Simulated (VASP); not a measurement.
# C (Fd-3m) in VASP: single point with PBE

Aim: the single point of C with PBE.

Everything below comes from runs of VASP 6.6.1. Logs are shortened: lines on timing, memory, paths and dates and some standing lists are left out, and cuts for length are marked.

### 1 The cell of the first run

Symmetry: Fd-3m, No. 227, cubic system. Conventional cell: a = 4.357 Å, b = 4.357 Å, c = 4.357 Å, α = 90.00°, β = 90.00°, γ = 90.00°. Within 2.5 Å of C (site symmetry -43m) lie 4 C at 1.89 Å.

### 2 Single point, PBE (Ge replaced by C, lengths x 0.780, strained)

INCAR reads:

```
ALGO = Normal
EDIFF = 1E-7
ENCUT = 520
GGA = PE
ISIF = 2
ISMEAR = 0
LASPH = True
LCHARG = True
LELF = True
LREAL = False
LVHAR = True
LWAVE = False
NBANDS = 11
NELM = 80
PREC = Accurate
SIGMA = 0.02
```

KPOINTS reads:

```
k-points
0
Gamma
  10 10 10
```

POSCAR reads:

```
C
1.0
    0.0000000000      2.1787277061      2.1787277061
    2.1787277061      0.0000000000      2.1787277061
    2.1787277061      2.1787277061      0.0000000000
C
2
Direct
    0.5000000000      0.5000000000      0.5000000000
    0.7500000000      0.7500000000      0.7500000000
```

Potentials or basis: VASP PAW PBE potentials, release 64 (C).

Started as:

```console
$ cat potpaw_PBE.64/C/POTCAR > POTCAR
$ mpirun -np 1 vasp_std > vasp.out
```

OUTCAR:

```text
EDIFF = 1E-7
   ENCUT = 520
   GGA = PE
   ISIF = 2
   ISMEAR = 0
   LASPH = True
   LREAL = False
   NELM = 80
   PREC = Accurate

 ion  position               nearest neighbor table
   1  0.500  0.500  0.500-   2 1.89   2 1.89   2 1.89   2 1.89
   2  0.750  0.750  0.750-   1 1.89   1 1.89   1 1.89   1 1.89

  LATTYP: Found a face centered cubic cell.
 ALAT       =     4.3574554122

  Lattice vectors:

 A1 = (   0.0000000000,   2.1787277061,   2.1787277061)
 A2 = (   2.1787277061,   0.0000000000,   2.1787277061)
 A3 = (   2.1787277061,   2.1787277061,   0.0000000000)

Analysis of symmetry for initial positions (statically):
=====================================================================
 Subroutine PRICEL returns:
 Original cell was already a primitive cell.

 Routine SETGRP: Setting up the symmetry group for a
 face centered cubic supercell.

 Subroutine GETGRP returns: Found 48 space group operations
 (whereof 24 operations were pure point group operations)
 out of a pool of 48 trial point group operations.

The static configuration has the point symmetry T_d .
 The point group associated with its full space group is O_h .

Analysis of symmetry for dynamics (positions and initial velocities):
=====================================================================
 Subroutine PRICEL returns:
 Original cell was already a primitive cell.

 Routine SETGRP: Setting up the symmetry group for a
 face centered cubic supercell.

 Subroutine GETGRP returns: Found 48 space group operations
 (whereof 24 operations were pure point group operations)
 out of a pool of 48 trial point group operations.

The dynamic configuration has the point symmetry T_d .
 The point group associated with its full space group is O_h .

 Subroutine INISYM returns: Found 48 space group operations
 (whereof 24 operations are pure point group operations),
 and found     1 'primitive' translations

----------------------------------------------------------------------------------------

                                     Primitive cell

  volume of cell :      20.6842

  direct lattice vectors                    reciprocal lattice vectors
     0.000000000  2.178727706  2.178727706    -0.229491734  0.229491734  0.229491734
     2.178727706  0.000000000  2.178727706     0.229491734 -0.229491734  0.229491734
     2.178727706  2.178727706  0.000000000     0.229491734  0.229491734 -0.229491734

  length of vectors
     3.081186271  3.081186271  3.081186271     0.397491344  0.397491344  0.397491344

  position of ions in fractional coordinates (direct lattice)
     0.500000000  0.500000000  0.500000000
     0.750000000  0.750000000  0.750000000

  ion indices of the primitive-cell ions
   primitive index   ion index
                 1           1
                 2           2

----------------------------------------------------------------------------------------

 KPOINTS: k-points

Automatic generation of k-mesh.
 Grid dimensions read from file:
 generate k-points for:   10   10   10

 Generating k-lattice:

  Cartesian coordinates                     Fractional coordinates (reciprocal lattice)
    -0.022949173  0.022949173  0.022949173     0.100000000  0.000000000  0.000000000
     0.022949173 -0.022949173  0.022949173     0.000000000  0.100000000  0.000000000
     0.022949173  0.022949173 -0.022949173     0.000000000  0.000000000  0.100000000

  Length of vectors
     0.039749134  0.039749134  0.039749134

  Shift w.r.t. Gamma in fractional coordinates (k-lattice)
     0.000000000  0.000000000  0.000000000

 Subroutine IBZKPT returns following result:
 ===========================================

 Found     47 irreducible k-points:

 Following reciprocal coordinates:
            Coordinates               Weight
  0.000000  0.000000  0.000000      1.000000
  0.100000  0.000000  0.000000      8.000000
  0.200000  0.000000  0.000000      8.000000
  0.300000  0.000000  0.000000      8.000000
  0.400000  0.000000  0.000000      8.000000
  0.500000  0.000000  0.000000      4.000000
[... 16 lines left out ...]
  0.300000  0.300000  0.000000      6.000000
  0.400000  0.300000  0.000000     24.000000
 [... further k-points ...]
   k-points           NKPTS =     47   k-points in BZ     NKDIM =     47   number of bands    NBANDS=     11
   number of dos      NEDOS =    301   number of ions     NIONS =      2
   total plane-waves  NPLWV =  13824
   dimension x,y,z NGX =    24 NGY =   24 NGZ =   24
   dimension x,y,z NGXF=    48 NGYF=   48 NGZF=   48
   ions per type =               2
   NGX,Y,Z   is equivalent  to a cutoff of  12.95, 12.95, 12.95 a.u.
   NGXF,Y,Z  is equivalent  to a cutoff of  25.90, 25.90, 25.90 a.u.
 SYSTEM =  unknown system
   PREC   = accura    normal or accurate (medium, high low for compatibility)
   ISTART =      0    job   : 0-new  1-cont  2-samecut
   ICHARG =      2    charge: 1-file 2-atom 10-const
   ISPIN  =      1    spin polarized calculation?
   LNONCOLLINEAR =      F non collinear calculations
   LSORBIT =      F    spin-orbit coupling
   LASPH  =      T    aspherical Exc in radial PAW
   ENCUT  =  520.0 eV  38.22 Ry    6.18 a.u.   5.73  5.73  5.73*2*pi/ulx,y,z
   NELM   =     80;   NELMIN=  2; NELMDL= -5     # of ELM steps
   EDIFF  = 0.1E-06   stopping-criterion for ELM
   LREAL  =      F    real-space projection
   EDIFFG = 0.1E-05   stopping-criterion for IOM
   NSW    =      0    number of steps for IOM
   IBRION =     -1    ionic relax: 0-MD 1-quasi-New 2-CG
   NFREE  =      0    steps in history (QN), initial steepest desc. (CG)
   ISIF   =      2    stress and relaxation
   ISYM   =      2    0-nonsym 1-usesym 2-fastsym
   POTIM  = 0.5000    time-step for ionic-motion
   TEBEG  =    0.0;   TEEND  =   0.0 temperature during run
   PSTRESS=    0.0 pullay stress
   NELECT =       8.0000    total number of electrons
   NUPDOWN=      -1.0000    fix difference up-down
   EMIN   =  10.00;   EMAX   =-10.00  energy-range for DOS
   EFERMI =   0.00;   METHOD = LEGACY
   ISMEAR =     0;   SIGMA  =   0.02  broadening in eV -4-tet -1-fermi 0-gaus
   EFERMI_NEDOS =   21; number of points for ismear=-14 and -15
   IALGO  =     38    algorithm
   IMIX   =      4    mixing-type and parameters
     AMIX     =   0.40;   BMIX     =  1.00
     AMIX_MAG =   1.60;   BMIX_MAG =  1.00
  volume/ion in A,a.u.               =      10.34        69.79
  Fermi-wavevector in a.u.,A,eV,Ry     =   1.192775  2.254018 19.357176  1.422712
  Thomas-Fermi vector in A             =   2.328805
   LORBIT       =      0    0 simple, 1 ext, 2 COOP (PROOUT), +10 PAW based schemes
   GGA     = PE    functional components
   LHFCALC =     F    Hartree Fock is set to
   AEXX    =    0.0000 exact exchange contribution
   IVDW    =     0    specifies the selected vdW correction
   LEPSILON=     F    determine dielectric tensor
   LRPA    =     F    only Hartree local field effects (RPA)
 non-spin polarized calculation
 Gauss-broadening in eV      SIGMA  =   0.02
  energy-cutoff  :      520.00
  volume of cell :       20.68
 maximum number of plane-waves:       568
   NGX = 11   NGY = 11   NGZ = 11

 number of electron       8.0000001 magnetization

 Free energy of the ion-electron system (eV)
  ---------------------------------------------------
  ext. energy  EPLUGINS =         0.00000000
  ---------------------------------------------------
  free energy    TOTEN  =       -14.43676878 eV

  energy without entropy =      -14.43676878  energy(sigma->0) =      -14.43676878

 E-fermi :   2.9142     XC(G=0): -10.4199

 val. band max:        2.8092855083   @ k =   0.0000   0.0000   0.0000
 cond. band min:       5.1859767531   @ k =   0.5000   0.0000   0.0000
 fundamental gap:      2.3766912448
 Fermi energy:         2.9142224000

 k-point     1 :       0.0000    0.0000    0.0000
  band No.  band energies     occupation
      1     -12.1861      2.00000
      2       2.8093      2.00000
      3       2.8093      2.00000
      4       2.8093      2.00000
      5       5.2187      0.00000
      6       6.7898      0.00000
      7       6.7898      0.00000
      8       6.7898      0.00000
      9      16.0358      0.00000
     10      23.7446      0.00000
     11      23.7446      0.00000

 k-point     2 :       0.1000    0.0000    0.0000
  band No.  band energies     occupation
      1     -12.0117      2.00000
      2       1.4705      2.00000
      3       2.5851      2.00000
      4       2.5851      2.00000
      5       5.6864      0.00000
      6       7.0816      0.00000
      7       7.0816      0.00000
      8       7.3978      0.00000
      9      16.3715      0.00000
     10      22.2073      0.00000
     11      22.2073      0.00000

 k-point     3 :       0.2000    0.0000    0.0000
  band No.  band energies     occupation
      1     -11.4974      2.00000
      2      -0.7224      2.00000
      3       2.1125      2.00000
      4       2.1125      2.00000
      5       5.6464      0.00000
      6       7.7014      0.00000
      7       7.7014      0.00000
      8       8.9832      0.00000
      9      17.0544      0.00000
     10      21.1728      0.00000
     11      21.1728      0.00000

 k-point     4 :       0.3000    0.0000    0.0000
  band No.  band energies     occupation
      1     -10.6807      2.00000
      2      -2.9018      2.00000
      3       1.6595      2.00000
      4       1.6595      2.00000
      5       5.4233      0.00000
      6       8.2651      0.00000
      7       8.2651      0.00000
      8      10.6069      0.00000
      9      17.5306      0.00000
     10      21.0324      0.00000
     11      21.0324      0.00000
[... 239 lines left out ...]
 k-point    22 :      -0.2000    0.2000    0.0000
  band No.  band energies     occupation
      1     -10.3981      2.00000
      2      -2.6235      2.00000
      3      -0.4755      2.00000
      4       1.7127      2.00000
      5       6.6359      0.00000
      6       8.3633      0.00000
      7       8.9583      0.00000
      8      10.0819      0.00000
      9      17.5858      0.00000
     10      19.6087      0.00000
     11      19.8131      0.00000

 k-point    23 :       0.3000    0.3000    0.0000
  band No.  band energies     occupation
      1     -10.1391      2.00000
      2      -2.6145      2.00000
      3       0.1989      2.00000
      4       0.1989      2.00000
      5       5.7576      0.00000
      6       7.4464      0.00000
      7      10.5580      0.00000
      8      10.5580      0.00000
      9      16.5753      0.00000
     10      18.3924      0.00000
     11      26.5538      0.00000

 k-point    24 :       0.4000    0.3000    0.0000
  band No.  band energies     occupation
      1      -9.3392      2.00000
      2      -3.8361      2.00000
      3      -0.4496      2.00000
      4      -0.0781      2.00000
      5       6.0585      0.00000
      6       7.4267      0.00000
      7      11.0641      0.00000
      8      11.0747      0.00000
      9      16.8352      0.00000
     10      18.3704      0.00000
     11      25.8335      0.00000

 [... further k-points ...]
[... 5 lines left out ...]
  --------------------------------------------------------------------------------------
  -------------------------------------------------------------------------------------
  Total       -9.9474133     -9.9474133     -9.9474133      0.0000000      0.0000000      0.0000000
  in kB     -770.5163868   -770.5163868   -770.5163868      0.0000000      0.0000000      0.0000000
  external PRESSURE =    -770.5163868 kB  Pullay stress =       0.0000000 kB

 VOLUME and BASIS-vectors are now :
 -----------------------------------------------------------------------------
  energy-cutoff  :      520.00
  volume of cell :       20.68
      direct lattice vectors                 reciprocal lattice vectors
     0.000000000  2.178727706  2.178727706    -0.229491734  0.229491734  0.229491734
     2.178727706  0.000000000  2.178727706     0.229491734 -0.229491734  0.229491734
     2.178727706  2.178727706  0.000000000     0.229491734  0.229491734 -0.229491734

 POSITION                                       TOTAL-FORCE (eV/Angst)
 -----------------------------------------------------------------------------------
      2.17873      2.17873      2.17873         0.000000      0.000000      0.000000
      3.26809      3.26809      3.26809        -0.000000     -0.000000     -0.000000
 -----------------------------------------------------------------------------------
    total drift:                                0.000000      0.000000      0.000000

  FREE ENERGIE OF THE ION-ELECTRON SYSTEM (eV)
  ---------------------------------------------------
  free  energy   TOTEN  =       -14.4367687786 eV

  energy  without entropy=      -14.4367687786  energy(sigma->0) =      -14.43676878
```

It took 3.2 s on 1 thread of Intel Xeon 6975P-C (Granite Rapids), shared host; peak memory 0.13 GiB.

Results:

```yaml
Free_energy: -14.4368 eV
Pressure: -77.1 GPa
Band_gap_on_the_k_mesh: 2.38 eV, indirect (least direct gap 2.41 eV)
```

Caveat: the cell differs from its parent crystal (Ge replaced by C, lengths x 0.780, strained).
